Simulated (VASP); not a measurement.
Se, 2 atoms in the cell. It takes space group Fd-3m (No. 227, cubic). The conventional cell has a = 6.176 Å, b = 6.176 Å, c = 6.176 Å, α = 90.00°, β = 90.00°, γ = 90.00°. Se (site symmetry -43m) has 4 Se at 2.67 Å within 3.5 Å. This isn't the form of Se at room conditions, which is trigonal, of chains.

| Item | Value |
| --- | --- |
| Program | VASP 6.6.1 |
| Task | relaxation of cell and atoms |
| Functional | PBE |
| Potentials or basis | VASP PAW PBE potentials, release 64 (Se) |
| Cutoff | 600 eV |
| k mesh | 9 × 9 × 9 |
| Occupations | fermi-dirac, width 0.1 eV |
| Spin | no spin polarisation |
| Dipole correction | no |
| Further INCAR settings | ALGO = Normal; EDIFF = 1e-06; IBRION = 2; EDIFFG = -0.01; NSW = 80; ISIF = 3 |

Potentials or basis: VASP PAW PBE potentials, release 64 (Se).

Run with:

```bash
$ cat potpaw_PBE.64/Se/POTCAR > POTCAR
$ mpirun -np 1 vasp_std > vasp.out
```

Hardware: 1 thread of Intel Xeon 8259CL (shared host).

Estimate the wall time of this run.

Run time: 99 s on 1 thread of Intel Xeon 8259CL (shared host), peak memory 0.21 GiB. Counts: scf iterations 24, k points 35, ion steps 3.
